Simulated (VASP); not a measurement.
# VMoS4 (P-3m1) in VASP: single point with PBE

Aim: the single point of VMoS4 with PBE.

Everything below comes from runs of VASP 6.6.1. Logs are shortened: lines on timing, memory, paths and dates and some standing lists are left out, and cuts for length are marked.

## 1. The cell of the first run

It takes space group P-3m1 (No. 164, trigonal). The conventional cell has a = 3.188 Å, b = 3.188 Å, c = 13.580 Å, α = 90.00°, β = 90.00°, γ = 120.00°. Within 3.2 Å of V (site symmetry -3m) lie 6 S at 2.35 Å and 6 V at 3.19 Å. Within 3.2 Å of Mo (site symmetry -3m) lie 6 S at 2.43 Å and 6 Mo at 3.19 Å. Within 3.2 Å of S (site symmetry 3m) lie 3 Mo at 2.43 Å and 6 S at 3.19 Å. Within 3.2 Å of S (site symmetry 3m) lie 3 V at 2.35 Å and 6 S at 3.19 Å.

## 2. Single point, PBE

The input, INCAR:

```
SYSTEM = VMoS4
  PREC = Accurate
  ENCUT = 520
  EDIFF = 1E-6
  ISMEAR = 0
  SIGMA = 0.1
  LREAL = .FALSE.
  LASPH = .TRUE.
  NELM = 100
  ALGO = Normal
  ISIF = 2
  LWAVE = .FALSE.
  LCHARG = .FALSE.
  GGA = PE
  NBANDS = 34
```

The input, KPOINTS:

```
Automatic mesh
0
G
  12 12 4
  0 0 0
```

The input, POSCAR:

```
VMoS4
1.0
    3.1881590896      0.0000000000      0.0000000000
   -1.5940795448      2.7610267629      0.0000000000
    0.0000000000      0.0000000000     13.5799482313
V Mo S
1 1 4
Direct
    0.0000000000      0.0000000000      0.0000000000
    0.0000000000      0.0000000000      0.5000000000
    0.6666666667      0.3333333333      0.3832383930
    0.6666666667      0.3333333333      0.8921248645
    0.3333333333      0.6666666667      0.1078751355
    0.3333333333      0.6666666667      0.6167616070
```

Potentials or basis: VASP PAW PBE potentials, release 64 (V_sv, Mo_sv, S).

Command:

```console
$ cat potpaw_PBE.64/V_sv/POTCAR potpaw_PBE.64/Mo_sv/POTCAR potpaw_PBE.64/S/POTCAR > POTCAR
$ mpirun -np 1 vasp_std > vasp.out
```

OUTCAR:

```text
SYSTEM = VMoS4
   PREC = Accurate
   ENCUT = 520
   EDIFF = 1E-6
   ISMEAR = 0
   LREAL = .FALSE.
   LASPH = .TRUE.
   NELM = 100
   ISIF = 2
   GGA = PE

 ion  position               nearest neighbor table
   1  0.000  0.000  0.000-   4 2.35   5 2.35   4 2.35   5 2.35   4 2.35   5 2.35
   2  0.000  0.000  0.500-   3 2.43   6 2.43   3 2.43   6 2.43   3 2.43   6 2.43
   3  0.667  0.333  0.383-   2 2.43   2 2.43   2 2.43
   4  0.667  0.333  0.892-   1 2.35   1 2.35   1 2.35
   5  0.333  0.667  0.108-   1 2.35   1 2.35   1 2.35
   6  0.333  0.667  0.617-   2 2.43   2 2.43   2 2.43

  LATTYP: Found a hexagonal cell.
 ALAT       =     3.1881590896
 C/A-ratio  =     4.2594951662

  Lattice vectors:

 A1 = (   3.1881590896,   0.0000000000,   0.0000000000)
 A2 = (  -1.5940795448,   2.7610267629,   0.0000000000)
 A3 = (   0.0000000000,   0.0000000000,  13.5799482313)

Analysis of symmetry for initial positions (statically):
=====================================================================
 Subroutine PRICEL returns:
 Original cell was already a primitive cell.

 Routine SETGRP: Setting up the symmetry group for a
 hexagonal supercell.

 Subroutine GETGRP returns: Found 12 space group operations
 (whereof 12 operations were pure point group operations)
 out of a pool of 24 trial point group operations.

The static configuration has the point symmetry D_3d.

Analysis of symmetry for dynamics (positions and initial velocities):
=====================================================================
 Subroutine PRICEL returns:
 Original cell was already a primitive cell.

 Routine SETGRP: Setting up the symmetry group for a
 hexagonal supercell.

 Subroutine GETGRP returns: Found 12 space group operations
 (whereof 12 operations were pure point group operations)
 out of a pool of 24 trial point group operations.

The dynamic configuration has the point symmetry D_3d.

 Subroutine INISYM returns: Found 12 space group operations
 (whereof 12 operations are pure point group operations),
 and found     1 'primitive' translations

----------------------------------------------------------------------------------------

                                     Primitive cell

  volume of cell :     119.5388

  direct lattice vectors                    reciprocal lattice vectors
     3.188159090  0.000000000  0.000000000     0.313660634  0.181092051  0.000000000
    -1.594079545  2.761026763  0.000000000     0.000000000  0.362184102  0.000000000
     0.000000000  0.000000000 13.579948231     0.000000000  0.000000000  0.073637983

  length of vectors
     3.188159090  3.188159090 13.579948231     0.362184102  0.362184102  0.073637983

  position of ions in fractional coordinates (direct lattice)
     0.000000000  0.000000000  0.000000000
     0.000000000  0.000000000  0.500000000
     0.666666667  0.333333333  0.383238393
     0.666666667  0.333333333  0.892124864
     0.333333333  0.666666667  0.107875136
     0.333333333  0.666666667  0.616761607

  ion indices of the primitive-cell ions
   primitive index   ion index
                 1           1
                 2           2
                 3           3
                 4           4
                 5           5
                 6           6

----------------------------------------------------------------------------------------

 KPOINTS: Automatic mesh

Automatic generation of k-mesh.
 Grid dimensions read from file:
 generate k-points for:   12   12    4

 Generating k-lattice:

  Cartesian coordinates                     Fractional coordinates (reciprocal lattice)
     0.026138386  0.015091004  0.000000000     0.083333333 -0.000000000  0.000000000
     0.000000000  0.030182009  0.000000000     0.000000000  0.083333333  0.000000000
     0.000000000  0.000000000  0.018409496     0.000000000  0.000000000  0.250000000

  Length of vectors
     0.030182009  0.030182009  0.018409496

  Shift w.r.t. Gamma in fractional coordinates (k-lattice)
     0.000000000  0.000000000  0.000000000

 Subroutine IBZKPT returns following result:
 ===========================================

 Found     69 irreducible k-points:

 Following reciprocal coordinates:
            Coordinates               Weight
  0.000000  0.000000  0.000000      1.000000
  0.083333  0.000000  0.000000      6.000000
  0.166667  0.000000  0.000000      6.000000
  0.250000 -0.000000  0.000000      6.000000
  0.333333 -0.000000  0.000000      6.000000
  0.416667 -0.000000  0.000000      6.000000
[... 16 lines left out ...]
  0.166667  0.000000  0.250000      6.000000
  0.000000  0.166667  0.250000      6.000000
 [... further k-points ...]
   k-points           NKPTS =     69   k-points in BZ     NKDIM =     69   number of bands    NBANDS=     34
   number of dos      NEDOS =    301   number of ions     NIONS =      6
   total plane-waves  NPLWV =  62208
   dimension x,y,z NGX =    24 NGY =   24 NGZ =  108
   dimension x,y,z NGXF=    48 NGYF=   48 NGZF=  216
   ions per type =               1   1   4
   NGX,Y,Z   is equivalent  to a cutoff of  12.51, 12.51, 13.22 a.u.
   NGXF,Y,Z  is equivalent  to a cutoff of  25.03, 25.03, 26.44 a.u.
 SYSTEM =  VMoS4
   PREC   = accura    normal or accurate (medium, high low for compatibility)
   ISTART =      0    job   : 0-new  1-cont  2-samecut
   ICHARG =      2    charge: 1-file 2-atom 10-const
   ISPIN  =      1    spin polarized calculation?
   LNONCOLLINEAR =      F non collinear calculations
   LSORBIT =      F    spin-orbit coupling
   LASPH  =      T    aspherical Exc in radial PAW
   ENCUT  =  520.0 eV  38.22 Ry    6.18 a.u.   5.93  5.93 25.25*2*pi/ulx,y,z
   NELM   =    100;   NELMIN=  2; NELMDL= -5     # of ELM steps
   EDIFF  = 0.1E-05   stopping-criterion for ELM
   LREAL  =      F    real-space projection
   EDIFFG = 0.1E-04   stopping-criterion for IOM
   NSW    =      0    number of steps for IOM
   IBRION =     -1    ionic relax: 0-MD 1-quasi-New 2-CG
   NFREE  =      0    steps in history (QN), initial steepest desc. (CG)
   ISIF   =      2    stress and relaxation
   ISYM   =      2    0-nonsym 1-usesym 2-fastsym
   POTIM  = 0.5000    time-step for ionic-motion
   TEBEG  =    0.0;   TEEND  =   0.0 temperature during run
   PSTRESS=    0.0 pullay stress
   NELECT =      51.0000    total number of electrons
   NUPDOWN=      -1.0000    fix difference up-down
   EMIN   =  10.00;   EMAX   =-10.00  energy-range for DOS
   EFERMI =   0.00;   METHOD = LEGACY
   ISMEAR =     0;   SIGMA  =   0.10  broadening in eV -4-tet -1-fermi 0-gaus
   EFERMI_NEDOS =   21; number of points for ismear=-14 and -15
   IALGO  =     38    algorithm
   IMIX   =      4    mixing-type and parameters
     AMIX     =   0.40;   BMIX     =  1.00
     AMIX_MAG =   1.60;   BMIX_MAG =  1.00
  volume/ion in A,a.u.               =      19.92       134.45
  Fermi-wavevector in a.u.,A,eV,Ry     =   1.232429  2.328954 20.665641  1.518882
  Thomas-Fermi vector in A             =   2.367200
   LORBIT       =      0    0 simple, 1 ext, 2 COOP (PROOUT), +10 PAW based schemes
   GGA     = PE    functional components
   LHFCALC =     F    Hartree Fock is set to
   AEXX    =    0.0000 exact exchange contribution
   IVDW    =     0    specifies the selected vdW correction
   LEPSILON=     F    determine dielectric tensor
   LRPA    =     F    only Hartree local field effects (RPA)
 non-spin polarized calculation
 Gauss-broadening in eV      SIGMA  =   0.10
  energy-cutoff  :      520.00
  volume of cell :      119.54
 maximum number of plane-waves:      3252
   NGX = 11   NGY = 11   NGZ = 51

 number of electron      51.0000008 magnetization

 Free energy of the ion-electron system (eV)
  ---------------------------------------------------
  ext. energy  EPLUGINS =         0.00000000
  ---------------------------------------------------
  free energy    TOTEN  =       -40.86459107 eV

  energy without entropy =      -40.84485908  energy(sigma->0) =      -40.85472508

 E-fermi :   5.5754     XC(G=0):  -9.8451

 val. band max:        5.5724821031   @ k =   0.0000   0.0833   0.2500
 cond. band min:       5.5769589356   @ k =   0.1667   0.1667   0.5000
 fundamental gap:      0.0044768324
 Fermi energy:         5.5753580086

 k-point     1 :       0.0000    0.0000    0.0000
  band No.  band energies     occupation
      1     -59.2267      2.00000
      2     -56.2259      2.00000
      3     -33.0528      2.00000
      4     -33.0528      2.00000
      5     -32.9784      2.00000
      6     -30.2646      2.00000
[... 26 lines left out ...]
     33       8.9299      0.00000
     34       8.9299      0.00000

 k-point     2 :       0.0833    0.0000    0.0000
  band No.  band energies     occupation
      1     -59.2257      2.00000
      2     -56.2235      2.00000
      3     -33.0623      2.00000
      4     -33.0550      2.00000
      5     -32.9766      2.00000
      6     -30.2598      2.00000
[... 26 lines left out ...]
     33       8.7154      0.00000
     34       8.8477      0.00000

 k-point     3 :       0.1667    0.0000    0.0000
  band No.  band energies     occupation
      1     -59.2230      2.00000
      2     -56.2168      2.00000
      3     -33.0881      2.00000
      4     -33.0610      2.00000
      5     -32.9716      2.00000
      6     -30.2945      2.00000
[... 26 lines left out ...]
     33       8.6539      0.00000
     34       8.7074      0.00000
[... 704 lines left out ...]
 k-point    23 :       0.1667    0.0000    0.2500
  band No.  band energies     occupation
      1     -59.2230      2.00000
      2     -56.2168      2.00000
      3     -33.0881      2.00000
      4     -33.0610      2.00000
      5     -32.9716      2.00000
      6     -30.2945      2.00000
[... 26 lines left out ...]
     33       8.6459      0.00000
     34       8.7153      0.00000

 k-point    24 :       0.0000    0.1667    0.2500
  band No.  band energies     occupation
      1     -59.2230      2.00000
      2     -56.2168      2.00000
      3     -33.0881      2.00000
      4     -33.0610      2.00000
      5     -32.9716      2.00000
      6     -30.2945      2.00000
[... 26 lines left out ...]
     33       8.6457      0.00000
     34       8.7155      0.00000

 [... further k-points ...]

------------------------ aborting loop because EDIFF is reached ----------------------------------------

  FORCE on cell =-STRESS in cart. coord.  units (eV):
  Direction    XX          YY          ZZ          XY          YZ          ZX
  --------------------------------------------------------------------------------------
  -------------------------------------------------------------------------------------
  Total       -0.0755066     -0.0755066     -0.0694014     -0.0000000      0.0000000     -0.0000000
  in kB       -1.0120151     -1.0120151     -0.9301862     -0.0000000      0.0000000     -0.0000000
  external PRESSURE =      -0.9847388 kB  Pullay stress =       0.0000000 kB

 VOLUME and BASIS-vectors are now :
 -----------------------------------------------------------------------------
  energy-cutoff  :      520.00
  volume of cell :      119.54
      direct lattice vectors                 reciprocal lattice vectors
     3.188159090  0.000000000  0.000000000     0.313660634  0.181092051  0.000000000
    -1.594079545  2.761026763  0.000000000     0.000000000  0.362184102  0.000000000
     0.000000000  0.000000000 13.579948231     0.000000000  0.000000000  0.073637983

 POSITION                                       TOTAL-FORCE (eV/Angst)
 -----------------------------------------------------------------------------------
      0.00000      0.00000      0.00000        -0.000000     -0.000000      0.000000
      0.00000      0.00000      6.78997        -0.000000     -0.000000      0.000000
      1.59408      0.92034      5.20436        -0.000000      0.000000      0.007493
      1.59408      0.92034     12.11501        -0.000000      0.000000     -0.002836
     -0.00000      1.84068      1.46494         0.000000     -0.000000      0.002836
     -0.00000      1.84068      8.37559         0.000000     -0.000000     -0.007493
 -----------------------------------------------------------------------------------
    total drift:                               -0.000000      0.000000      0.000000

  FREE ENERGIE OF THE ION-ELECTRON SYSTEM (eV)
  ---------------------------------------------------
  free  energy   TOTEN  =       -40.8645910740 eV

  energy  without entropy=      -40.8448590830  energy(sigma->0) =      -40.85472508
```

Wall time 7.4 min (1 thread of Intel Xeon 8259CL, shared host); peak memory 0.41 GiB.

Results:

```
Free energy            : -40.8646 eV
Pressure               : -0.1 GPa
Largest force          : 0.007 eV/Å
Band gap on the k mesh : zero (an odd number of electrons rules out a gap without spin polarisation)
```

Forces in eV/Å, atoms in the order of the input:
```
V    0.000  0.000  0.000
Mo   0.000  0.000  0.000
S    0.000  0.000  0.007
S    0.000  0.000 -0.003
S    0.000  0.000  0.003
S    0.000  0.000 -0.007
```

Caveat: this functional lacks dispersion, which binds the layers, so the pressure and a relaxed spacing across them are unreliable; the run has no spin polarisation, though such a crystal can be magnetic.
